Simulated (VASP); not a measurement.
# Li (R-3m) in VASP: notebook

Runs on Li. Level: PBE. Tasks: single point.

Program: VASP 6.6.1. These are calculated values, not measurements. Logs are shortened: lines on timing, memory, paths and dates and some standing lists are left out, and cuts for length are marked.

**1. The cell of the first run**

The structure is trigonal, space group R-3m (No. 166). The conventional cell has a = 4.974 Å, b = 4.974 Å, c = 3.001 Å, α = 90.00°, β = 90.00°, γ = 120.00°. Li (site symmetry -3m) has 14 Li at 3.00 to 3.50 Å within 4.0 Å.

**2. Single point, PBE (equal xy, yz and zx shear strains of -1 %)**

Input file INCAR:

```
PREC = Accurate ; ENCUT = 520
EDIFF = 1E-7 ; ISMEAR = -1
SIGMA = 0.08 ; LREAL = F
LASPH = T ; NELM = 60
ALGO = Normal ; ISIF = 2
LWAVE = F ; LCHARG = F
GGA = PE ; NBANDS = 8
```

Input file KPOINTS:

```
regular mesh
0
Gamma
  15 15 15
```

Input file POSCAR:

```
Li
1.0
   -1.7675000000      1.7500000000      1.7500000000
    1.7500000000     -1.7675000000      1.7500000000
    1.7500000000      1.7500000000     -1.7675000000
Li
1
Direct
    0.0000000000      0.0000000000      0.0000000000
```

Potentials or basis: VASP PAW PBE potentials, release 64 (Li_sv).

Launch:

```bash
$ cat potpaw_PBE.64/Li_sv/POTCAR > POTCAR
$ mpirun -np 1 vasp_std > vasp.out
```

OUTCAR:

```text
PREC = Accurate
   ENCUT = 520
   EDIFF = 1E-7
   ISMEAR = -1
   LREAL = F
   LASPH = T
   NELM = 60
   ISIF = 2
   GGA = PE

 ion  position               nearest neighbor table
   1  0.000  0.000  0.000-

  LATTYP: Found a trigonal (rhomboedric) cell.
 ALAT       =     3.0412261096
 COS(alpha) =    -0.3377371610

  Lattice vectors:

 A1 = (  -1.7675000000,   1.7500000000,   1.7500000000)
 A2 = (   1.7500000000,  -1.7675000000,   1.7500000000)
 A3 = (   1.7500000000,   1.7500000000,  -1.7675000000)

Analysis of symmetry for initial positions (statically):
=====================================================================
 Subroutine PRICEL returns:
 Original cell was already a primitive cell.

 Routine SETGRP: Setting up the symmetry group for a
 trigonal (rhombohedral) supercell.

 Subroutine GETGRP returns: Found 12 space group operations
 (whereof 12 operations were pure point group operations)
 out of a pool of 12 trial point group operations.

The static configuration has the point symmetry D_3d.

Analysis of symmetry for dynamics (positions and initial velocities):
=====================================================================
 Subroutine PRICEL returns:
 Original cell was already a primitive cell.

 Routine SETGRP: Setting up the symmetry group for a
 trigonal (rhombohedral) supercell.

 Subroutine GETGRP returns: Found 12 space group operations
 (whereof 12 operations were pure point group operations)
 out of a pool of 12 trial point group operations.

The dynamic configuration has the point symmetry D_3d.

 Subroutine INISYM returns: Found 12 space group operations
 (whereof 12 operations are pure point group operations),
 and found     1 'primitive' translations

----------------------------------------------------------------------------------------

                                     Primitive cell

  volume of cell :      21.4359

  direct lattice vectors                    reciprocal lattice vectors
    -1.767500000  1.750000000  1.750000000     0.002871645  0.287164466  0.287164466
     1.750000000 -1.767500000  1.750000000     0.287164466  0.002871645  0.287164466
     1.750000000  1.750000000 -1.767500000     0.287164466  0.287164466  0.002871645

  length of vectors
     3.041226110  3.041226110  3.041226110     0.406122035  0.406122035  0.406122035

  position of ions in fractional coordinates (direct lattice)
     0.000000000  0.000000000  0.000000000

  ion indices of the primitive-cell ions
   primitive index   ion index
                 1           1

----------------------------------------------------------------------------------------

 KPOINTS: regular mesh

Automatic generation of k-mesh.
 Grid dimensions read from file:
 generate k-points for:   15   15   15

 Generating k-lattice:

  Cartesian coordinates                     Fractional coordinates (reciprocal lattice)
     0.000191443  0.019144298  0.019144298     0.066666667  0.000000000  0.000000000
     0.019144298  0.000191443  0.019144298     0.000000000  0.066666667  0.000000000
     0.019144298  0.019144298  0.000191443     0.000000000  0.000000000  0.066666667

  Length of vectors
     0.027074802  0.027074802  0.027074802

  Shift w.r.t. Gamma in fractional coordinates (k-lattice)
     0.000000000  0.000000000  0.000000000

 Subroutine IBZKPT returns following result:
 ===========================================

 Found    344 irreducible k-points:

 Following reciprocal coordinates:
            Coordinates               Weight
  0.000000  0.000000  0.000000      1.000000
  0.066667  0.000000  0.000000      6.000000
  0.133333  0.000000  0.000000      6.000000
  0.200000  0.000000  0.000000      6.000000
  0.266667  0.000000  0.000000      6.000000
  0.333333  0.000000  0.000000      6.000000
[... 16 lines left out ...]
  0.133333  0.133333  0.000000      6.000000
  0.200000  0.133333  0.000000     12.000000
 [... further k-points ...]
   k-points           NKPTS =    344   k-points in BZ     NKDIM =    344   number of bands    NBANDS=      8
   number of dos      NEDOS =    301   number of ions     NIONS =      1
   total plane-waves  NPLWV =  13824
   dimension x,y,z NGX =    24 NGY =   24 NGZ =   24
   dimension x,y,z NGXF=    48 NGYF=   48 NGZF=   48
   ions per type =               1
   NGX,Y,Z   is equivalent  to a cutoff of  13.12, 13.12, 13.12 a.u.
   NGXF,Y,Z  is equivalent  to a cutoff of  26.24, 26.24, 26.24 a.u.
 SYSTEM =  unknown system
   PREC   = accura    normal or accurate (medium, high low for compatibility)
   ISTART =      0    job   : 0-new  1-cont  2-samecut
   ICHARG =      2    charge: 1-file 2-atom 10-const
   ISPIN  =      1    spin polarized calculation?
   LNONCOLLINEAR =      F non collinear calculations
   LSORBIT =      F    spin-orbit coupling
   LASPH  =      T    aspherical Exc in radial PAW
   ENCUT  =  520.0 eV  38.22 Ry    6.18 a.u.   5.65  5.65  5.65*2*pi/ulx,y,z
   NELM   =     60;   NELMIN=  2; NELMDL= -5     # of ELM steps
   EDIFF  = 0.1E-06   stopping-criterion for ELM
   LREAL  =      F    real-space projection
   EDIFFG = 0.1E-05   stopping-criterion for IOM
   NSW    =      0    number of steps for IOM
   IBRION =     -1    ionic relax: 0-MD 1-quasi-New 2-CG
   NFREE  =      0    steps in history (QN), initial steepest desc. (CG)
   ISIF   =      2    stress and relaxation
   ISYM   =      2    0-nonsym 1-usesym 2-fastsym
   POTIM  = 0.5000    time-step for ionic-motion
   TEBEG  =    0.0;   TEEND  =   0.0 temperature during run
   PSTRESS=    0.0 pullay stress
   NELECT =       3.0000    total number of electrons
   NUPDOWN=      -1.0000    fix difference up-down
   EMIN   =  10.00;   EMAX   =-10.00  energy-range for DOS
   EFERMI =   0.00;   METHOD = LEGACY
   ISMEAR =    -1;   SIGMA  =   0.08  broadening in eV -4-tet -1-fermi 0-gaus
   EFERMI_NEDOS =   21; number of points for ismear=-14 and -15
   IALGO  =     38    algorithm
   IMIX   =      4    mixing-type and parameters
     AMIX     =   0.40;   BMIX     =  1.00
     AMIX_MAG =   1.60;   BMIX_MAG =  1.00
  volume/ion in A,a.u.               =      21.44       144.66
  Fermi-wavevector in a.u.,A,eV,Ry     =   0.849966  1.606202  9.829417  0.722442
  Thomas-Fermi vector in A             =   1.965869
   LORBIT       =      0    0 simple, 1 ext, 2 COOP (PROOUT), +10 PAW based schemes
   GGA     = PE    functional components
   LHFCALC =     F    Hartree Fock is set to
   AEXX    =    0.0000 exact exchange contribution
   IVDW    =     0    specifies the selected vdW correction
   LEPSILON=     F    determine dielectric tensor
   LRPA    =     F    only Hartree local field effects (RPA)
 non-spin polarized calculation
  energy-cutoff  :      520.00
  volume of cell :       21.44
 maximum number of plane-waves:       594
   NGX = 11   NGY = 11   NGZ = 11

 number of electron       2.9999991 magnetization

 Free energy of the ion-electron system (eV)
  ---------------------------------------------------
  ext. energy  EPLUGINS =         0.00000000
  ---------------------------------------------------
  free energy    TOTEN  =        -1.90644697 eV

  energy without entropy =       -1.89540198  energy(sigma->0) =       -1.90092447

 E-fermi :   0.5001     XC(G=0):  -6.9095

 val. band max:        0.4981496738   @ k =  -0.4667   0.4000   0.1333
 cond. band min:       0.5019925802   @ k =   0.4667   0.2000   0.1333
 fundamental gap:      0.0038429064
 Fermi energy:         0.5001462972

 k-point     1 :       0.0000    0.0000    0.0000
  band No.  band energies     occupation
      1     -46.1540      2.00000
      2      -3.0136      2.00000
      3      14.4138      0.00000
      4      14.4138      0.00000
      5      14.6711      0.00000
      6      19.1107      0.00000
      7      19.1295      0.00000
      8      19.1295      0.00000

 k-point     2 :       0.0667    0.0000    0.0000
  band No.  band energies     occupation
      1     -46.1533      2.00000
      2      -2.9304      2.00000
      3      13.9988      0.00000
      4      14.1505      0.00000
      5      14.2839      0.00000
      6      18.0407      0.00000
      7      18.1362      0.00000
      8      19.2954      0.00000

 k-point     3 :       0.1333    0.0000    0.0000
  band No.  band energies     occupation
      1     -46.1513      2.00000
      2      -2.6804      2.00000
      3      12.5289      0.00000
      4      13.2340      0.00000
      5      13.9114      0.00000
      6      16.8892      0.00000
      7      16.9609      0.00000
      8      18.8655      0.00000

 k-point     4 :       0.2000    0.0000    0.0000
  band No.  band energies     occupation
      1     -46.1484      2.00000
      2      -2.2640      2.00000
      3      10.5001      0.00000
      4      12.3560      0.00000
      5      13.3838      0.00000
      6      15.8106      0.00000
      7      16.5621      0.00000
      8      18.9444      0.00000

 k-point     5 :       0.2667    0.0000    0.0000
  band No.  band energies     occupation
      1     -46.1451      2.00000
      2      -1.6835      2.00000
      3       8.4538      0.00000
      4      11.5956      0.00000
      5      12.8338      0.00000
      6      14.9374      0.00000
      7      16.4813      0.00000
      8      19.4157      0.00000
[... 177 lines left out ...]
 k-point    22 :      -0.0667    0.0667    0.0000
  band No.  band energies     occupation
      1     -46.1533      2.00000
      2      -2.9319      2.00000
      3      13.8415      0.00000
      4      14.0600      0.00000
      5      14.4848      0.00000
      6      17.8226      0.00000
      7      18.2073      0.00000
      8      19.4153      0.00000

 k-point    23 :       0.1333    0.1333    0.0000
  band No.  band energies     occupation
      1     -46.1468      2.00000
      2      -2.0067      2.00000
      3      10.3269      0.00000
      4      10.8851      0.00000
      5      12.5849      0.00000
      6      16.4347      0.00000
      7      16.8379      0.00000
      8      19.1873      0.00000

 k-point    24 :       0.2000    0.1333    0.0000
  band No.  band energies     occupation
      1     -46.1437      2.00000
      2      -1.4211      2.00000
      3       8.4702      0.00000
      4      10.0063      0.00000
      5      11.9434      0.00000
      6      16.4384      0.00000
      7      16.8471      0.00000
      8      19.6813      0.00000

 [... further k-points ...]

------------------------ aborting loop because EDIFF is reached ----------------------------------------

  FORCE on cell =-STRESS in cart. coord.  units (eV):
  Direction    XX          YY          ZZ          XY          YZ          ZX
  --------------------------------------------------------------------------------------
  -------------------------------------------------------------------------------------
  Total       -0.1026795     -0.1026795     -0.1026795      0.0140617      0.0140617      0.0140617
  in kB       -7.6745472     -7.6745472     -7.6745472      1.0510103      1.0510103      1.0510103
  external PRESSURE =      -7.6745472 kB  Pullay stress =       0.0000000 kB

 VOLUME and BASIS-vectors are now :
 -----------------------------------------------------------------------------
  energy-cutoff  :      520.00
  volume of cell :       21.44
      direct lattice vectors                 reciprocal lattice vectors
    -1.767500000  1.750000000  1.750000000     0.002871645  0.287164466  0.287164466
     1.750000000 -1.767500000  1.750000000     0.287164466  0.002871645  0.287164466
     1.750000000  1.750000000 -1.767500000     0.287164466  0.287164466  0.002871645

 POSITION                                       TOTAL-FORCE (eV/Angst)
 -----------------------------------------------------------------------------------
      0.00000      0.00000      0.00000        -0.000000     -0.000000      0.000000
 -----------------------------------------------------------------------------------
    total drift:                                0.000000      0.000000     -0.000000

  FREE ENERGIE OF THE ION-ELECTRON SYSTEM (eV)
  ---------------------------------------------------
  free  energy   TOTEN  =        -1.9064469653 eV

  energy  without entropy=       -1.8954019808  energy(sigma->0) =       -1.90092447
```

Wall time 44 s (1 thread of Intel Xeon 8259CL, shared host); peak memory 0.16 GiB.

Results:

```yaml
Free_energy: -1.9064 eV
Band_gap_on_the_k_mesh: zero (an odd number of electrons rules out a gap without spin polarisation)
```

Levels at points of the mesh, in eV from the Fermi level:
| k point | band 1 | band 2 | band 3 | band 4 | band 5 |
| --- | --- | --- | --- | --- | --- |
| (0.00, 0.00, 0.00) | -46.65 | -3.51 | 13.91 | 13.91 | 14.17 |

Caveat: the cell differs from its parent crystal (equal xy, yz and zx shear strains of -1 %); the cutoff is under 1.25 times the usual one of these potentials, so pressure, stress and relaxed cells hold a basis-set (Pulay) error.

**3. Single point, PBE (equal xy, yz and zx shear strains of +2 %)**

Input file INCAR:

```
SYSTEM = Li
ALGO = Normal
EDIFF = 1E-6
ENCUT = 520
GGA = PE
ISIF = 2
ISMEAR = -1
LASPH = .TRUE.
LCHARG = .FALSE.
LREAL = .FALSE.
LWAVE = .FALSE.
NBANDS = 8
NELM = 60
PREC = Accurate
SIGMA = 0.08
```

Input file KPOINTS:

```
k-points
0
G
  15 15 15
  0 0 0
```

Input file POSCAR:

```
Li
1.0
   -1.7150000000      1.7500000000      1.7500000000
    1.7500000000     -1.7150000000      1.7500000000
    1.7500000000      1.7500000000     -1.7150000000
Li
1
Direct
    0.0000000000      0.0000000000      0.0000000000
```

Potentials or basis: VASP PAW PBE potentials, release 64 (Li_sv).

Launch:

```bash
$ cat potpaw_PBE.64/Li_sv/POTCAR > POTCAR
$ mpirun -np 1 vasp_std > vasp.out
```

It took 34 s on 1 thread of Intel Xeon 8259CL, shared host; peak memory 0.16 GiB.

Results (log left out):

```yaml
Free_energy: -1.9060 eV
Band_gap_on_the_k_mesh: zero (an odd number of electrons rules out a gap without spin polarisation)
```

Levels at points of the mesh, in eV from the Fermi level:
| k point | band 1 | band 2 | band 3 | band 4 | band 5 | band 6 |
| --- | --- | --- | --- | --- | --- | --- |
| (0.00, 0.00, 0.00) | -46.65 | -3.51 | 13.69 | 14.14 | 14.14 | 18.44 |

Caveat: the cell differs from its parent crystal (equal xy, yz and zx shear strains of +2 %); the cutoff is under 1.25 times the usual one of these potentials, so pressure, stress and relaxed cells hold a basis-set (Pulay) error.

**4. Single point, PBE (equal xy, yz and zx shear strains of -2 %)**

Input file INCAR:

```
PREC     = Accurate       # precision mode
ENCUT    = 520            # plane-wave cutoff, eV
EDIFF    = 1E-7           # SCF threshold, eV
ISMEAR   = -1             # smearing method
SIGMA    = 0.08           # smearing width, eV
LREAL    = False          # projectors in reciprocal space
LASPH    = True           # aspherical terms in the spheres
NELM     = 100            # most SCF steps
ALGO     = Normal         # electronic algorithm
ISIF     = 2              # what is computed and relaxed
LWAVE    = False          # write WAVECAR
LCHARG   = False          # write CHGCAR
GGA      = PE             # functional
NBANDS   = 8              # bands
```

Input file KPOINTS:

```
Automatic mesh
0
Gamma
  15 15 15
```

Input file POSCAR:

```
Li
1.0
   -1.7850000000      1.7500000000      1.7500000000
    1.7500000000     -1.7850000000      1.7500000000
    1.7500000000      1.7500000000     -1.7850000000
Li
1
Direct
    0.0000000000      0.0000000000      0.0000000000
```

Launch:

```bash
$ cat potpaw_PBE.64/Li_sv/POTCAR > POTCAR
$ mpirun -np 1 vasp_std > vasp.out
```

Run time: 51 s. Hardware: 1 thread of Intel Xeon 8259CL, shared host; peak memory 0.16 GiB.

The run converged. Its results:

```
Free energy            : -1.9058 eV
Band gap on the k mesh : zero (an odd number of electrons rules out a gap without spin polarisation)
```

Levels at points of the mesh, in eV from the Fermi level:
```tsv
k point	band 1	band 2	band 3	band 4	band 5
(0.00, 0.00, 0.00)	-46.65	-3.51	13.81	13.81	14.35
```

Caveat: the cell differs from its parent crystal (equal xy, yz and zx shear strains of -2 %); the cutoff is under 1.25 times the usual one of these potentials, so pressure, stress and relaxed cells hold a basis-set (Pulay) error.

(Part 1 of 2 ends here.)
